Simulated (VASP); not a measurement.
# Sn2Ir in VASP: further runs

The runs below take Sn2Ir through electric field gradients, with LDA.

Everything below comes from runs of VASP 6.6.1. Logs are shortened: lines on timing, memory, paths and dates and some standing lists are left out, and cuts for length are marked.

## 1. The cell of the first run

Symmetry: I4/mmm, No. 139, tetragonal system. The conventional cell has a = 4.571 Å, b = 4.571 Å, c = 6.338 Å, α = 90.00°, β = 90.00°, γ = 90.00°. Sn (site symmetry -4m2) has 4 Ir at 2.78 Å and 6 Sn at 3.17 to 3.23 Å within 3.7 Å. Within 3.7 Å of Ir (site symmetry 4/mmm) lie 8 Sn at 2.78 Å.

## 2. Electric field gradients, LDA (equal xx and yy strain of +2 %)

Contents of INCAR:

```
SYSTEM = Sn2Ir
PREC     = Accurate       ! precision mode
ENCUT    = 520            ! plane-wave cutoff, eV
EDIFF    = 1E-8           ! SCF threshold, eV
ISMEAR   = -1             ! smearing method
SIGMA    = 0.03           ! smearing width, eV
LREAL    = .False.        ! projectors in reciprocal space
LASPH    = .True.         ! aspherical terms in the spheres
NELM     = 80             ! most SCF steps
ALGO     = Normal         ! electronic algorithm
ISIF     = 2              ! what is computed and relaxed
LWAVE    = .False.        ! write WAVECAR
LCHARG   = .False.        ! write CHGCAR
GGA      = CA             ! functional
LEFG     = .True.       
NBANDS   = 26             ! bands
```

Contents of KPOINTS:

```
regular mesh
0
Gamma
  10 10 10
  0 0 0
```

Contents of POSCAR:

```
Sn2Ir
1.0
    0.0000000000      3.2323800000      3.1690000000
    3.2323800000      0.0000000000      3.1690000000
    3.2323800000      3.2323800000      0.0000000000
Sn Ir
2 1
Direct
    0.2500000000      0.2500000000      0.2500000000
    0.7500000000      0.7500000000      0.7500000000
    0.0000000000      0.0000000000      0.0000000000
```

Potentials or basis: VASP PAW LDA potentials, release 64 (Sn_d, Ir).

The run is started by

```sh
cat potpaw_LDA.64/Sn_d/POTCAR potpaw_LDA.64/Ir/POTCAR > POTCAR
mpirun -np 1 vasp_std > vasp.out
```

OUTCAR:

```text
SYSTEM = Sn2Ir
   PREC = Accurate
   ENCUT = 520
   EDIFF = 1E-8
   ISMEAR = -1
   LREAL = .False.
   LASPH = .True.
   NELM = 80
   ISIF = 2
   GGA = CA

 ion  position               nearest neighbor table
   1  0.250  0.250  0.250-   3 2.78   3 2.78   3 2.78   3 2.78   2 3.17   2 3.17   2 3.23   2 3.23
                             2 3.23   2 3.23
   2  0.750  0.750  0.750-   3 2.78   3 2.78   3 2.78   3 2.78   1 3.17   1 3.17   1 3.23   1 3.23
                             1 3.23   1 3.23
   3  0.000  0.000  0.000-   2 2.78   2 2.78   2 2.78   1 2.78   2 2.78   1 2.78   1 2.78   1 2.78

  LATTYP: Found a body centered tetragonal cell.
 ALAT       =     4.5712756347
 C/A-ratio  =     1.3864838847

  Lattice vectors:

 A1 = (   0.0000000000,  -3.2323800000,  -3.1690000000)
 A2 = (   0.0000000000,   3.2323800000,  -3.1690000000)
 A3 = (   3.2323800000,   0.0000000000,   3.1690000000)

Analysis of symmetry for initial positions (statically):
=====================================================================
 Subroutine PRICEL returns:
 Original cell was already a primitive cell.

 Routine SETGRP: Setting up the symmetry group for a
 body centered tetragonal supercell.

 Subroutine GETGRP returns: Found 16 space group operations
 (whereof 16 operations were pure point group operations)
 out of a pool of 16 trial point group operations.

The static configuration has the point symmetry D_4h.

Analysis of symmetry for dynamics (positions and initial velocities):
=====================================================================
 Subroutine PRICEL returns:
 Original cell was already a primitive cell.

 Routine SETGRP: Setting up the symmetry group for a
 body centered tetragonal supercell.

 Subroutine GETGRP returns: Found 16 space group operations
 (whereof 16 operations were pure point group operations)
 out of a pool of 16 trial point group operations.

The dynamic configuration has the point symmetry D_4h.

 Subroutine INISYM returns: Found 16 space group operations
 (whereof 16 operations are pure point group operations),
 and found     1 'primitive' translations

----------------------------------------------------------------------------------------

                                     Primitive cell

  volume of cell :      66.2212

  direct lattice vectors                    reciprocal lattice vectors
     0.000000000  3.232380000  3.169000000    -0.154684783  0.154684783  0.157778479
     3.232380000  0.000000000  3.169000000     0.154684783 -0.154684783  0.157778479
     3.232380000  3.232380000  0.000000000     0.154684783  0.154684783 -0.157778479

  length of vectors
     4.526681065  4.526681065  4.571275635     0.269719878  0.269719878  0.269719878

  position of ions in fractional coordinates (direct lattice)
     0.250000000  0.250000000  0.250000000
     0.750000000  0.750000000  0.750000000
     0.000000000  0.000000000  0.000000000

  ion indices of the primitive-cell ions
   primitive index   ion index
                 1           1
                 2           2
                 3           3

----------------------------------------------------------------------------------------

 KPOINTS: regular mesh

Automatic generation of k-mesh.
 Grid dimensions read from file:
 generate k-points for:   10   10   10

 Generating k-lattice:

  Cartesian coordinates                     Fractional coordinates (reciprocal lattice)
    -0.015468478  0.015468478  0.015777848     0.100000000  0.000000000  0.000000000
     0.015468478 -0.015468478  0.015777848     0.000000000  0.100000000  0.000000000
     0.015468478  0.015468478 -0.015777848    -0.000000000 -0.000000000  0.100000000

  Length of vectors
     0.026971988  0.026971988  0.026971988

  Shift w.r.t. Gamma in fractional coordinates (k-lattice)
     0.000000000  0.000000000  0.000000000

 Subroutine IBZKPT returns following result:
 ===========================================

 Found    102 irreducible k-points:

 Following reciprocal coordinates:
            Coordinates               Weight
  0.000000  0.000000  0.000000      1.000000
  0.100000  0.000000  0.000000      8.000000
  0.200000  0.000000  0.000000      8.000000
  0.300000  0.000000  0.000000      8.000000
  0.400000  0.000000  0.000000      8.000000
  0.500000  0.000000  0.000000      4.000000
[... 16 lines left out ...]
  0.300000  0.300000  0.000000      2.000000
  0.400000  0.300000  0.000000      8.000000
 [... further k-points ...]
   k-points           NKPTS =    102   k-points in BZ     NKDIM =    102   number of bands    NBANDS=     26
   number of dos      NEDOS =    301   number of ions     NIONS =      3
   total plane-waves  NPLWV =  46656
   dimension x,y,z NGX =    36 NGY =   36 NGZ =   36
   dimension x,y,z NGXF=    72 NGYF=   72 NGZF=   72
   ions per type =               2   1
   NGX,Y,Z   is equivalent  to a cutoff of  13.22, 13.22, 13.09 a.u.
   NGXF,Y,Z  is equivalent  to a cutoff of  26.44, 26.44, 26.18 a.u.
 SYSTEM =  Sn2Ir
   PREC   = accura    normal or accurate (medium, high low for compatibility)
   ISTART =      0    job   : 0-new  1-cont  2-samecut
   ICHARG =      2    charge: 1-file 2-atom 10-const
   ISPIN  =      1    spin polarized calculation?
   LNONCOLLINEAR =      F non collinear calculations
   LSORBIT =      F    spin-orbit coupling
   LASPH  =      T    aspherical Exc in radial PAW
   ENCUT  =  520.0 eV  38.22 Ry    6.18 a.u.   8.42  8.42  8.50*2*pi/ulx,y,z
   NELM   =     80;   NELMIN=  2; NELMDL= -5     # of ELM steps
   EDIFF  = 0.1E-07   stopping-criterion for ELM
   LREAL  =      F    real-space projection
   EDIFFG = 0.1E-06   stopping-criterion for IOM
   NSW    =      0    number of steps for IOM
   IBRION =     -1    ionic relax: 0-MD 1-quasi-New 2-CG
   NFREE  =      0    steps in history (QN), initial steepest desc. (CG)
   ISIF   =      2    stress and relaxation
   ISYM   =      2    0-nonsym 1-usesym 2-fastsym
   POTIM  = 0.5000    time-step for ionic-motion
   TEBEG  =    0.0;   TEEND  =   0.0 temperature during run
   PSTRESS=    0.0 pullay stress
   NELECT =      37.0000    total number of electrons
   NUPDOWN=      -1.0000    fix difference up-down
   EMIN   =  10.00;   EMAX   =-10.00  energy-range for DOS
   EFERMI =   0.00;   METHOD = LEGACY
   ISMEAR =    -1;   SIGMA  =   0.03  broadening in eV -4-tet -1-fermi 0-gaus
   EFERMI_NEDOS =   21; number of points for ismear=-14 and -15
   IALGO  =     38    algorithm
   IMIX   =      4    mixing-type and parameters
     AMIX     =   0.40;   BMIX     =  1.00
     AMIX_MAG =   1.60;   BMIX_MAG =  1.00
  volume/ion in A,a.u.               =      22.07       148.96
  Fermi-wavevector in a.u.,A,eV,Ry     =   1.348372  2.548054 24.736848  1.818107
  Thomas-Fermi vector in A             =   2.476046
   LORBIT       =      0    0 simple, 1 ext, 2 COOP (PROOUT), +10 PAW based schemes
   GGA     = CA    functional components
   LHFCALC =     F    Hartree Fock is set to
   AEXX    =    0.0000 exact exchange contribution
   IVDW    =     0    specifies the selected vdW correction
   LEPSILON=     F    determine dielectric tensor
   LRPA    =     F    only Hartree local field effects (RPA)
 non-spin polarized calculation
  energy-cutoff  :      520.00
  volume of cell :       66.22
 maximum number of plane-waves:      1811
 NGX is ok and might be reduce to    36
   NGX = 17   NGY = 17   NGZ = 17

 number of electron      37.0000012 magnetization

 Free energy of the ion-electron system (eV)
  ---------------------------------------------------
  ext. energy  EPLUGINS =         0.00000000
  ---------------------------------------------------
  free energy    TOTEN  =       -20.18039406 eV

  energy without entropy =      -20.17562594  energy(sigma->0) =      -20.17801000

 E-fermi :   8.2596     XC(G=0): -11.3980

 val. band max:        8.2463856694   @ k =   0.4000   0.1000   0.0000
 cond. band min:       8.2602915787   @ k =   0.3000   0.2000   0.0000
 fundamental gap:      0.0139059093
 Fermi energy:         8.2595944356

 k-point     1 :       0.0000    0.0000    0.0000
  band No.  band energies     occupation
      1     -13.1425      2.00000
      2     -13.1113      2.00000
      3     -13.0269      2.00000
      4     -13.0269      2.00000
      5     -13.0106      2.00000
      6     -12.8782      2.00000
[... 18 lines left out ...]
     25      12.8206      0.00000
     26      13.0046      0.00000

 k-point     2 :       0.1000    0.0000    0.0000
  band No.  band energies     occupation
      1     -13.1331      2.00000
      2     -13.1028      2.00000
      3     -13.0248      2.00000
      4     -13.0230      2.00000
      5     -13.0080      2.00000
      6     -12.8809      2.00000
[... 18 lines left out ...]
     25      13.3421      0.00000
     26      13.3458      0.00000

 k-point     3 :       0.2000    0.0000    0.0000
  band No.  band energies     occupation
      1     -13.1061      2.00000
      2     -13.0781      2.00000
      3     -13.0181      2.00000
      4     -13.0118      2.00000
      5     -12.9995      2.00000
      6     -12.8898      2.00000
[... 18 lines left out ...]
     25      14.2530      0.00000
     26      14.3101      0.00000

 k-point     4 :       0.3000    0.0000    0.0000
  band No.  band energies     occupation
      1     -13.0639      2.00000
      2     -13.0397      2.00000
      3     -13.0050      2.00000
      4     -12.9945      2.00000
      5     -12.9849      2.00000
      6     -12.9051      2.00000
[... 18 lines left out ...]
     25      15.3311      0.00000
     26      15.4146      0.00000
[... 496 lines left out ...]
      1     -13.0998      2.00000
      2     -13.0177      2.00000
      3     -13.0012      2.00000
      4     -12.9959      2.00000
      5     -12.9629      2.00000
      6     -12.9249      2.00000
[... 18 lines left out ...]
     25      14.6215      0.00000
     26      17.8333      0.00000

 k-point    23 :       0.3000    0.3000    0.0000
  band No.  band energies     occupation
      1     -13.0980      2.00000
      2     -13.0327      2.00000
      3     -12.9769      2.00000
      4     -12.9710      2.00000
      5     -12.9710      2.00000
      6     -12.9353      2.00000
[... 18 lines left out ...]
     25      17.1926      0.00000
     26      17.7311      0.00000

 k-point    24 :       0.4000    0.3000    0.0000
  band No.  band energies     occupation
      1     -13.0875      2.00000
      2     -13.0328      2.00000
      3     -12.9762      2.00000
      4     -12.9575      2.00000
      5     -12.9570      2.00000
      6     -12.9382      2.00000
[... 18 lines left out ...]
     25      17.7441      0.00000
     26      18.2393      0.00000

 [... further k-points ...]

------------------------ aborting loop because EDIFF is reached ----------------------------------------

  FORCE on cell =-STRESS in cart. coord.  units (eV):
  Direction    XX          YY          ZZ          XY          YZ          ZX
  --------------------------------------------------------------------------------------
  -------------------------------------------------------------------------------------
  Total       -2.8332636     -2.8332636     -2.2011588      0.0000000     -0.0000000     -0.0000000
  in kB      -68.5489022    -68.5489022    -53.2555521      0.0000000     -0.0000000     -0.0000000
  external PRESSURE =     -63.4511188 kB  Pullay stress =       0.0000000 kB

 VOLUME and BASIS-vectors are now :
 -----------------------------------------------------------------------------
  energy-cutoff  :      520.00
  volume of cell :       66.22
      direct lattice vectors                 reciprocal lattice vectors
     0.000000000  3.232380000  3.169000000    -0.154684783  0.154684783  0.157778479
     3.232380000  0.000000000  3.169000000     0.154684783 -0.154684783  0.157778479
     3.232380000  3.232380000  0.000000000     0.154684783  0.154684783 -0.157778479

 POSITION                                       TOTAL-FORCE (eV/Angst)
 -----------------------------------------------------------------------------------
      1.61619      1.61619      1.58450        -0.000000     -0.000000     -0.000000
      4.84857      4.84857      4.75350         0.000000      0.000000      0.000000
      0.00000      0.00000      0.00000         0.000000      0.000000      0.000000
 -----------------------------------------------------------------------------------
    total drift:                                0.000000      0.000000      0.000000

  FREE ENERGIE OF THE ION-ELECTRON SYSTEM (eV)
  ---------------------------------------------------
  free  energy   TOTEN  =       -20.1803940649 eV

  energy  without entropy=      -20.1756259354  energy(sigma->0) =      -20.17801000

 Electric field gradients (V/A^2)
---------------------------------------------------------------------
 ion       V_xx      V_yy      V_zz      V_xy      V_xz      V_yz
---------------------------------------------------------------------
   1      -2.606    -2.606     5.211    -0.001    -0.001    -0.001
   2      -2.606    -2.606     5.211    -0.001    -0.001    -0.001
   3      -5.618    -5.618    11.237     0.000     0.000     0.000
---------------------------------------------------------------------

 Electric field gradients after diagonalization (V/A^2)
 (convention: |V_zz| > |V_xx| > |V_yy|)
----------------------------------------------------------------------
 ion       V_xx      V_yy      V_zz     asymmetry (V_yy - V_xx)/ V_zz
----------------------------------------------------------------------
   1      -2.606    -2.605     5.211       0.000
   2      -2.606    -2.605     5.211       0.000
   3      -5.618    -5.618    11.237       0.000
----------------------------------------------------------------------

           NMR quadrupolar parameters

 Cq : quadrupolar parameter    Cq=e*Q*V_zz/h
 eta: asymmetry parameters     (V_yy - V_xx)/ V_zz
 Q  : nuclear electric quadrupole moment in mb (millibarn)
----------------------------------------------------------------------
 ion       Cq(MHz)       eta       Q (mb)
----------------------------------------------------------------------
   1       0.013       0.000       1.000
   2       0.013       0.000       1.000
   3       0.027       0.000       1.000
----------------------------------------------------------------------
```

Run time: 94 s. Hardware: 1 thread of Intel Xeon Platinum 8559C (Emerald Rapids), shared host; peak memory 0.28 GiB.

Results:

| Property | Result |
| --- | --- |
| Free energy | -20.1804 eV |
| Pressure | -6.3 GPa |
| Band gap on the k mesh | zero (an odd number of electrons rules out a gap without spin polarisation) |
| Largest electric field gradient by atom | Sn +5.2; Ir +11.2 V/Å² |

Stress tensor (GPa, compression positive):
```
-6.85  0.00  0.00
 0.00 -6.85  0.00
 0.00  0.00 -5.33
```

Electric field gradients, principal values (V/Å²):
```tsv
atom	least	middle	greatest (by size)
1 Sn	-2.605	-2.606	5.211
2 Sn	-2.605	-2.606	5.211
3 Ir	-5.618	-5.618	11.237
```

Caveat: the cell differs from its parent crystal (equal xx and yy strain of +2 %); the cell stands under tension; without QUAD_EFG the Cq values of the log hold for a quadrupole moment of 1 mb, not for the nuclei; spin-orbit coupling is left out, which moves the levels of the heavy elements.

[end of part 1 of 2]
